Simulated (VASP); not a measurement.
# NiSb (P6_3/mmc) in VASP: a series of runs

NiSb is run at these levels: PBE; tasks: relaxation of cell and atoms, single point.

Program: VASP 6.6.1. These are calculated values, not measurements. Logs are shortened: lines on timing, memory, paths and dates and some standing lists are left out, and cuts for length are marked.

## Step 1: The cell of the first run

The structure is hexagonal, space group P6_3/mmc (No. 194). Conventional cell: a = 3.922 Å, b = 3.922 Å, c = 5.085 Å, α = 90.00°, β = 90.00°, γ = 120.00°. Within 3.4 Å of Ni (site symmetry -3m) lie 2 Ni at 2.54 Å and 6 Sb at 2.60 Å. Within 3.5 Å of Sb (site symmetry -6m2) lie 6 Ni at 2.60 Å and 6 Sb at 3.40 Å.

## Step 2: Relaxation of cell and atoms, PBE, target pressure 5 GPa, at which the enthalpy is minimised

File INCAR:

```
  PREC = Accurate
  ENCUT = 600
  EDIFF = 1E-6
  ISMEAR = 0
  SIGMA = 0.1
  LREAL = False
  LASPH = True
  NELM = 100
  ALGO = Normal
  ISIF = 3
  LWAVE = False
  LCHARG = False
  GGA = PE
  IBRION = 2
  NSW = 70
  EDIFFG = -0.008
  PSTRESS = 50.0
```

File KPOINTS:

```
Automatic mesh
0
Gamma
  12 12 8
```

File POSCAR:

```
NiSb
1.0
    3.9215731961      0.0000000000      0.0000000000
   -1.9607865980      3.3961820106      0.0000000000
    0.0000000000      0.0000000000      5.0846720866
Ni Sb
2 2
Direct
    0.0000000000      0.0000000000      0.0000000000
    0.0000000000      0.0000000000      0.5000000000
    0.3333333333      0.6666666667      0.2500000000
    0.6666666667      0.3333333333      0.7500000000
```

Potentials or basis: VASP PAW PBE potentials, release 64 (Ni, Sb).

Started as:

```
$ cat potpaw_PBE.64/Ni/POTCAR potpaw_PBE.64/Sb/POTCAR > POTCAR
$ mpirun -np 1 vasp_std > vasp.out
```

OUTCAR:

```text
PREC = Accurate
   ENCUT = 600
   EDIFF = 1E-6
   ISMEAR = 0
   LREAL = False
   LASPH = True
   NELM = 100
   ISIF = 3
   GGA = PE
   IBRION = 2
   NSW = 70
   EDIFFG = -0.008
   PSTRESS = 50.0

 ion  position               nearest neighbor table
   1  0.000  0.000  0.000-   2 2.54   2 2.54   4 2.60   3 2.60   3 2.60   4 2.60   4 2.60   3 2.60

   2  0.000  0.000  0.500-   1 2.54   1 2.54   4 2.60   3 2.60   3 2.60   4 2.60   4 2.60   3 2.60

   3  0.333  0.667  0.250-   1 2.60   2 2.60   1 2.60   2 2.60   1 2.60   2 2.60   4 3.40   4 3.40
                             4 3.40   4 3.40   4 3.40   4 3.40
   4  0.667  0.333  0.750-   1 2.60   2 2.60   1 2.60   2 2.60   1 2.60   2 2.60   3 3.40   3 3.40
                             3 3.40   3 3.40   3 3.40   3 3.40

  LATTYP: Found a hexagonal cell.
 ALAT       =     3.9215731961
 C/A-ratio  =     1.2965898715

  Lattice vectors:

 A1 = (   3.9215731961,   0.0000000000,   0.0000000000)
 A2 = (  -1.9607865980,   3.3961820106,   0.0000000000)
 A3 = (   0.0000000000,   0.0000000000,   5.0846720866)

Analysis of symmetry for initial positions (statically):
=====================================================================
 Subroutine PRICEL returns:
 Original cell was already a primitive cell.

 Routine SETGRP: Setting up the symmetry group for a
 hexagonal supercell.

 Subroutine GETGRP returns: Found 24 space group operations
 (whereof 12 operations were pure point group operations)
 out of a pool of 24 trial point group operations.

The static configuration has the point symmetry D_3d.
 The point group associated with its full space group is D_6h.

Analysis of symmetry for dynamics (positions and initial velocities):
=====================================================================
 Subroutine PRICEL returns:
 Original cell was already a primitive cell.

 Routine SETGRP: Setting up the symmetry group for a
 hexagonal supercell.

 Subroutine GETGRP returns: Found 24 space group operations
 (whereof 12 operations were pure point group operations)
 out of a pool of 24 trial point group operations.

The dynamic configuration has the point symmetry D_3d.
 The point group associated with its full space group is D_6h.

 Subroutine INISYM returns: Found 24 space group operations
 (whereof 12 operations are pure point group operations),
 and found     1 'primitive' translations

----------------------------------------------------------------------------------------

                                     Primitive cell

[... 103 lines left out ...]
   TEBEG  =    0.0;   TEEND  =   0.0 temperature during run
   PSTRESS=   50.0 pullay stress
   NELECT =      30.0000    total number of electrons
   NUPDOWN=      -1.0000    fix difference up-down
   EMIN   =  10.00;   EMAX   =-10.00  energy-range for DOS
   EFERMI =   0.00;   METHOD = LEGACY
   ISMEAR =     0;   SIGMA  =   0.10  broadening in eV -4-tet -1-fermi 0-gaus
   EFERMI_NEDOS =   21; number of points for ismear=-14 and -15
   IALGO  =     38    algorithm
   IMIX   =      4    mixing-type and parameters
     AMIX     =   0.40;   BMIX     =  1.00
     AMIX_MAG =   1.60;   BMIX_MAG =  1.00
  volume/ion in A,a.u.               =      16.93       114.25
  Fermi-wavevector in a.u.,A,eV,Ry     =   1.247988  2.358356 21.190730  1.557475
  Thomas-Fermi vector in A             =   2.382095
   LORBIT       =      0    0 simple, 1 ext, 2 COOP (PROOUT), +10 PAW based schemes
   GGA     = PE    functional components
   LHFCALC =     F    Hartree Fock is set to
   AEXX    =    0.0000 exact exchange contribution
   IVDW    =     0    specifies the selected vdW correction
   LEPSILON=     F    determine dielectric tensor
   LRPA    =     F    only Hartree local field effects (RPA)
 conjugate gradient relaxation of ions
 non-spin polarized calculation
 Gauss-broadening in eV      SIGMA  =   0.10
  energy-cutoff  :      600.00
  volume of cell :       67.72
 maximum number of plane-waves:      2278
 NGX is ok and might be reduce to    32
   NGX = 15   NGY = 15   NGZ = 21

--------------------------------------- Ionic step        1  -------------------------------------------

 number of electron      30.0000012 magnetization

 Free energy of the ion-electron system (eV)
  ---------------------------------------------------
  ext. energy  EPLUGINS =         0.00000000
  ---------------------------------------------------
  free energy    TOTEN  =       -20.27341550 eV

  energy without entropy =      -20.26541487  energy(sigma->0) =      -20.26941519

------------------------ aborting loop because EDIFF is reached ----------------------------------------

  FORCE on cell =-STRESS in cart. coord.  units (eV):
  Direction    XX          YY          ZZ          XY          YZ          ZX
  --------------------------------------------------------------------------------------
  -------------------------------------------------------------------------------------
  Total        2.1157987      2.1157987      2.1836863      0.0000000      0.0000000      0.0000000
  in kB       50.0576774     50.0576774     51.6638312      0.0000000      0.0000000      0.0000000
  external PRESSURE =       0.5930620 kB  Pullay stress =      50.0000000 kB
[... 187 lines left out ...]
--------------------------------------- Ionic step        6  -------------------------------------------

 number of electron      30.0000011 magnetization

 Free energy of the ion-electron system (eV)
  ---------------------------------------------------
  ext. energy  EPLUGINS =         0.00000000
  ---------------------------------------------------
  free energy    TOTEN  =       -20.27413247 eV

  energy without entropy =      -20.26620496  energy(sigma->0) =      -20.27016872

 E-fermi :  10.2349     XC(G=0): -11.5807

 val. band max:       10.2340379522   @ k =   0.1667   0.0833   0.2500
 cond. band min:      10.2358684500   @ k =   0.1667   0.1667   0.3750
 fundamental gap:      0.0018304979
 Fermi energy:        10.2348546076

 k-point     1 :       0.0000    0.0000    0.0000
  band No.  band energies     occupation
      1      -2.8689      2.00000
      2       1.7941      2.00000
      3       3.8996      2.00000
      4       6.2160      2.00000
      5       6.2160      2.00000
      6       6.9897      2.00000
[... 505 lines left out ...]
      6       6.9216      2.00000
[... 11 lines left out ...]
     18      13.5106      0.00000
     19      14.2064      0.00000

 [... further k-points ...]

------------------------ aborting loop because EDIFF is reached ----------------------------------------

  FORCE on cell =-STRESS in cart. coord.  units (eV):
  Direction    XX          YY          ZZ          XY          YZ          ZX
  --------------------------------------------------------------------------------------
  -------------------------------------------------------------------------------------
  Total        2.0923524      2.0923524      2.0939885      0.0000000      0.0000000      0.0000000
  in kB       49.4866167     49.4866167     49.5253134      0.0000000      0.0000000      0.0000000
  external PRESSURE =      -0.5004844 kB  Pullay stress =      50.0000000 kB
[... 23 lines left out ...]
  energy  without entropy=      -20.2662049610  energy(sigma->0) =      -20.27016872

  enthalpy is  TOTEN    =       -18.1600736595 eV   P V=        2.1140588145

 reached required accuracy - stopping structural energy minimisation
```

Run time: 4.4 min. Hardware: 1 thread of AMD EPYC 9R14 (Zen 4), shared host; peak memory 0.28 GiB.

Results:

* Free energy: -20.2741 eV
* Relaxed volume: 16.94 Å³/atom
* Relaxed cell: a = 3.920 Å, b = 3.920 Å, c = 5.090 Å, α = 90.00°, β = 90.00°, γ = 120.00°
* Space group after relaxing (to 0.1 Å): P6_3/mmc (No. 194)
* Energy change on relaxing (the run minimises the enthalpy): -0.2 meV/atom
* Ionic steps: 6
* Pressure after relaxing: 4.9 GPa
* Band gap on the k mesh: zero (bands 15 and 16 overlap by 3.41 eV)

Step by step:
```tsv
step	energy change (eV)	largest force (eV/Å)	pressure (GPa)	volume (Å³)
1	0.0000	0.0000	5.06	67.72
2	-0.0019	0.0000	4.93	67.78
3	-0.0015	0.0000	4.77	67.77
4	-0.0007	0.0000	4.90	67.74
5	-0.0007	0.0000	4.95	67.74
6	-0.0007	0.0000	4.95	67.74
```

Final structure:
```xyz
4
Lattice="3.9203 0.0000 0.0000 -1.9602 3.3951 0.0000 0.0000 0.0000 5.0896" Properties=species:S:1:pos:R:3 pbc="T T T"
Ni    0.0000    0.0000    0.0000
Ni    0.0000    0.0000    2.5448
Sb    0.0000    2.2634    1.2724
Sb    1.9602    1.1317    3.8172
```

Levels at points of the mesh, in eV from the Fermi level:
| k point | band 12 | band 13 | band 14 | band 15 | band 16 | band 17 | band 18 | band 19 |
| --- | --- | --- | --- | --- | --- | --- | --- | --- |
| (0.00, 0.00, 0.00) | -1.37 | -0.04 | 0.56 | 0.56 | 2.47 | 2.47 | 3.10 | 4.09 |
| (0.50, 0.00, 0.00) | -1.92 | -1.64 | -1.43 | -1.36 | -0.36 | 1.15 | 3.41 | 4.03 |
| (0.00, 0.00, 0.50) | -2.16 | 0.29 | 0.29 | 2.07 | 2.07 | 2.07 | 2.07 | 5.21 |
| (0.50, 0.00, 0.50) | -1.98 | -1.87 | -1.87 | 0.17 | 0.17 | 1.70 | 1.70 | 5.25 |

Caveat: the cell is relaxed towards a set pressure, so the run minimises the enthalpy, not the energy; spin-orbit coupling is left out, which moves the levels of the heavy elements.

## Step 3: Relaxation of cell and atoms, PBE, target pressure 2 GPa, at which the enthalpy is minimised

This run uses another cell than the first one, of 17.31 Å³/atom.

File INCAR:

```
SYSTEM = NiSb
ALGO = Normal ; EDIFF = 1E-6
EDIFFG = -0.008 ; ENCUT = 600
GGA = PE ; IBRION = 2
ISIF = 3 ; ISMEAR = 0
LASPH = .True. ; LCHARG = .False.
LREAL = .False. ; LWAVE = .False.
NELM = 100 ; NSW = 70
PREC = Accurate ; PSTRESS = 20.0
SIGMA = 0.1
```

File KPOINTS:

```
k-points
0
Gamma
  12 12 8
  0 0 0
```

File POSCAR:

```
NiSb
1.0
    3.9501748464      0.0000000000      0.0000000000
   -1.9750874232      3.4209517664      0.0000000000
    0.0000000000      0.0000000000      5.1234204237
Ni Sb
2 2
Direct
    0.0000000000      0.0000000000      0.0000000000
    0.0000000000      0.0000000000      0.5000000000
    0.3333333333      0.6666666667      0.2500000000
    0.6666666667      0.3333333333      0.7500000000
```

Potentials or basis: VASP PAW PBE potentials, release 64 (Ni, Sb).

Started as:

```
$ cat potpaw_PBE.64/Ni/POTCAR potpaw_PBE.64/Sb/POTCAR > POTCAR
$ mpirun -np 1 vasp_std > vasp.out
```

OUTCAR:

```text
SYSTEM = NiSb
   EDIFF = 1E-6
   EDIFFG = -0.008
   ENCUT = 600
   GGA = PE
   IBRION = 2
   ISIF = 3
   ISMEAR = 0
   LASPH = .True.
   LREAL = .False.
   NELM = 100
   NSW = 70
   PREC = Accurate
   PSTRESS = 20.0

 ion  position               nearest neighbor table
   1  0.000  0.000  0.000-   2 2.56   2 2.56   4 2.62   3 2.62   4 2.62   3 2.62   4 2.62   3 2.62

   2  0.000  0.000  0.500-   1 2.56   1 2.56   4 2.62   3 2.62   4 2.62   3 2.62   4 2.62   3 2.62

   3  0.333  0.667  0.250-   1 2.62   2 2.62   1 2.62   2 2.62   1 2.62   2 2.62   4 3.43   4 3.43
                             4 3.43   4 3.43   4 3.43   4 3.43
   4  0.667  0.333  0.750-   1 2.62   2 2.62   1 2.62   2 2.62   1 2.62   2 2.62   3 3.43   3 3.43
                             3 3.43   3 3.43   3 3.43   3 3.43

  LATTYP: Found a hexagonal cell.
 ALAT       =     3.9501748464
 C/A-ratio  =     1.2970110496

  Lattice vectors:

 A1 = (   3.9501748464,   0.0000000000,   0.0000000000)
 A2 = (  -1.9750874232,   3.4209517664,   0.0000000000)
 A3 = (   0.0000000000,   0.0000000000,   5.1234204237)

Analysis of symmetry for initial positions (statically):
=====================================================================
 Subroutine PRICEL returns:
 Original cell was already a primitive cell.

 Routine SETGRP: Setting up the symmetry group for a
 hexagonal supercell.

 Subroutine GETGRP returns: Found 24 space group operations
 (whereof 12 operations were pure point group operations)
 out of a pool of 24 trial point group operations.

The static configuration has the point symmetry D_3d.
 The point group associated with its full space group is D_6h.

Analysis of symmetry for dynamics (positions and initial velocities):
=====================================================================
 Subroutine PRICEL returns:
 Original cell was already a primitive cell.

 Routine SETGRP: Setting up the symmetry group for a
[... 136 lines left out ...]
   GGA     = PE    functional components
   LHFCALC =     F    Hartree Fock is set to
   AEXX    =    0.0000 exact exchange contribution
   IVDW    =     0    specifies the selected vdW correction
   LEPSILON=     F    determine dielectric tensor
   LRPA    =     F    only Hartree local field effects (RPA)
 conjugate gradient relaxation of ions
 non-spin polarized calculation
 Gauss-broadening in eV      SIGMA  =   0.10
  energy-cutoff  :      600.00
  volume of cell :       69.23
 maximum number of plane-waves:      2340
 NGX is ok and might be reduce to    32
   NGX = 15   NGY = 15   NGZ = 21

--------------------------------------- Ionic step        1  -------------------------------------------

 number of electron      30.0000021 magnetization

 Free energy of the ion-electron system (eV)
  ---------------------------------------------------
  ext. energy  EPLUGINS =         0.00000000
  ---------------------------------------------------
  free energy    TOTEN  =       -20.30670726 eV

  energy without entropy =      -20.29839348  energy(sigma->0) =      -20.30255037

------------------------ aborting loop because EDIFF is reached ----------------------------------------

  FORCE on cell =-STRESS in cart. coord.  units (eV):
  Direction    XX          YY          ZZ          XY          YZ          ZX
  --------------------------------------------------------------------------------------
  -------------------------------------------------------------------------------------
  Total        0.9269875      0.9269875      0.9835821      0.0000000      0.0000000      0.0000000
  in kB       21.4516748     21.4516748     22.7613467      0.0000000      0.0000000      0.0000000
  external PRESSURE =       1.8882321 kB  Pullay stress =      20.0000000 kB
[... 67 lines left out ...]
--------------------------------------- Ionic step        3  -------------------------------------------

 number of electron      30.0000021 magnetization

 Free energy of the ion-electron system (eV)
  ---------------------------------------------------
  ext. energy  EPLUGINS =         0.00000000
  ---------------------------------------------------
  free energy    TOTEN  =       -20.30743173 eV

  energy without entropy =      -20.29911034  energy(sigma->0) =      -20.30327104

 E-fermi :   9.8886     XC(G=0): -11.4678

 val. band max:        9.8679154143   @ k =   0.0000   0.0000   0.0000
 cond. band min:       9.8938667735   @ k =   0.1667   0.1667   0.3750
 fundamental gap:      0.0259513591
 Fermi energy:         9.8885550353

 k-point     1 :       0.0000    0.0000    0.0000
  band No.  band energies     occupation
      1      -3.0162      2.00000
      2       1.5002      2.00000
      3       3.7146      2.00000
      4       5.9929      2.00000
      5       5.9929      2.00000
      6       6.7583      2.00000
[... 505 lines left out ...]
      6       6.6763      2.00000
[... 11 lines left out ...]
     18      13.0986      0.00000
     19      13.8488      0.00000

 [... further k-points ...]

------------------------ aborting loop because EDIFF is reached ----------------------------------------

  FORCE on cell =-STRESS in cart. coord.  units (eV):
  Direction    XX          YY          ZZ          XY          YZ          ZX
  --------------------------------------------------------------------------------------
  -------------------------------------------------------------------------------------
  Total        0.8446779      0.8446779      0.8904185      0.0000000      0.0000000      0.0000000
  in kB       19.5309190     19.5309190     20.5885483      0.0000000      0.0000000      0.0000000
  external PRESSURE =      -0.1165379 kB  Pullay stress =      20.0000000 kB
[... 23 lines left out ...]
  energy  without entropy=      -20.2991103391  energy(sigma->0) =      -20.30327104

  enthalpy is  TOTEN    =       -19.4424669145 eV   P V=        0.8649648203

 reached required accuracy - stopping structural energy minimisation
```

Wall time 2.9 min (1 thread of AMD EPYC 9R14 (Zen 4), shared host); peak memory 0.28 GiB.

What came out:

- Free energy: -20.3074 eV
- Relaxed volume: 17.32 Å³/atom
- Relaxed cell: a = 3.951 Å, b = 3.951 Å, c = 5.125 Å, α = 90.00°, β = 90.00°, γ = 120.00°
- Space group after relaxing (to 0.1 Å): P6_3/mmc (No. 194)
- Energy change on relaxing (the run minimises the enthalpy): -0.2 meV/atom
- Ionic steps: 3
- Pressure after relaxing: 2.0 GPa
- Band gap on the k mesh: zero (bands 15 and 16 overlap by 3.30 eV)

Stress tensor (GPa, compression positive):
```
1.95 0.00 0.00
0.00 1.95 0.00
0.00 0.00 2.06
```

The path:
| step | energy change (eV) | largest force (eV/Å) | pressure (GPa) | volume (Å³) |
| --- | --- | --- | --- | --- |
| 1 | 0.0000 | 0.0000 | 2.19 | 69.23 |
| 2 | -0.0024 | 0.0000 | 1.74 | 69.44 |
| 3 | -0.0007 | 0.0000 | 1.99 | 69.29 |

Final structure:
```cif
data_structure
_symmetry_space_group_name_H-M 'P 1'
_symmetry_Int_Tables_number 1
_cell_length_a 3.9510
_cell_length_b 3.9510
_cell_length_c 5.1255
_cell_angle_alpha 90.000
_cell_angle_beta 90.000
_cell_angle_gamma 120.000
_cell_volume 69.29
loop_
_atom_site_label
_atom_site_type_symbol
_atom_site_fract_x
_atom_site_fract_y
_atom_site_fract_z
_atom_site_occupancy
Ni1 Ni 0.00000 0.00000 0.00000 1
Ni2 Ni 0.00000 0.00000 0.50000 1
Sb1 Sb 0.33333 0.66667 0.25000 1
Sb2 Sb 0.66667 0.33333 0.75000 1
```

Caveat: the cell is relaxed towards a set pressure, so the run minimises the enthalpy, not the energy; spin-orbit coupling is left out, which moves the levels of the heavy elements. Spin polarisation is off, so any magnetic state and its effect on volume and gap are missing.

[end of part 1 of 3]

The gap in the log of VASP goes by the Fermi energy; the results here count the filled bands.